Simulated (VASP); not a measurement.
Write the native input for VASP 6.6.1 that does the following.

```yaml
Task: single point
Functional: PBE
Potentials_or_basis: VASP PAW PBE potentials, release 64 (Ga_d, Co_sv, C, N)
Cutoff: 700 eV
k_mesh: 4 × 4 × 4
Occupations: gaussian, width 0.1 eV
Spin: collinear spin, ferromagnetic start
Starting_moments: "[0.0, 3.0, 0.0, 0.0, 0.0, 0.0, 0.0, 0.0, 0.0, 0.0] μB"
Dipole_correction: no
Further_INCAR_settings: ALGO = Normal; EDIFF = 1e-06; NBANDS = 48
```

The structure of GaCoC4N4 lies in POSCAR:

```
GaCoC4N4
1.0
    5.8566411300      0.0000000000      0.0000000000
    0.0000000000      5.8566411300      0.0000000000
    0.0000000000      0.0000000000      5.8566411300
Ga Co C N
1 1 4 4
Direct
    0.5000000000      0.5000000000      0.5000000000
    0.0000000000      0.0000000000      0.0000000000
    0.1889787100      0.1889787100      0.1889787100
    0.1889787100      0.8110212900      0.8110212900
    0.8110212900      0.1889787100      0.8110212900
    0.8110212900      0.8110212900      0.1889787100
    0.3043178200      0.3043178200      0.3043178200
    0.3043178200      0.6956821800      0.6956821800
    0.6956821800      0.3043178200      0.6956821800
    0.6956821800      0.6956821800      0.3043178200
```

One way to write it, as run:

INCAR

```
PREC     = Accurate       # precision mode
ENCUT    = 700            # plane-wave cutoff, eV
EDIFF    = 1E-6           # SCF threshold, eV
ISMEAR   = 0              # smearing method
SIGMA    = 0.1            # smearing width, eV
LREAL    = False          # projectors in reciprocal space
LASPH    = True           # aspherical terms in the spheres
NELM     = 200            # most SCF steps
ALGO     = Normal         # electronic algorithm
ISIF     = 2              # what is computed and relaxed
LWAVE    = False          # write WAVECAR
LCHARG   = False          # write CHGCAR
ISPIN    = 2              # spin polarisation
MAGMOM   = 0 3 0 0 0 0 0 0 0 0 # initial moments
LORBIT   = 11             # projections on sites
LMAXMIX  = 4              # l up to which the mixer works
GGA      = PE             # functional
NBANDS   = 48             # bands
GGA_COMPAT= False
```

KPOINTS

```
Automatic mesh
0
Gamma
  4 4 4
```

Potentials or basis: VASP PAW PBE potentials, release 64 (Ga_d, Co_sv, C, N).

Run with:

```sh
$ cat potpaw_PBE.64/Ga_d/POTCAR potpaw_PBE.64/Co_sv/POTCAR potpaw_PBE.64/C/POTCAR potpaw_PBE.64/N/POTCAR > POTCAR
$ mpirun -np 1 vasp_std > vasp.out
```

Results of the run:

* Pressure: -2.8 GPa
* Largest force: 2.658 eV/Å
* Band gap on the k mesh: zero (filled and empty bands overlap)
* Net moment: 2.00 μB per cell
* Site moments: Ga +0.00; Co +1.55; C +0.00; N +0.03 μB
* Valence electrons inside the program's atomic spheres: Ga 11.49; Co 15.03; C 2.55; N 3.90

Caveat: a cell with one magnetic atom can't hold antiferromagnetic order, which such compounds often take; forces of over 1 eV/Å act on the atoms, so gaps and moduli don't describe the material at rest.

Wall time 9.6 min on 1 thread of Intel(R) Xeon(R) Platinum 8375C CPU @ 2.90GHz (Ice Lake), on a shared host, peak memory 0.64 GiB.
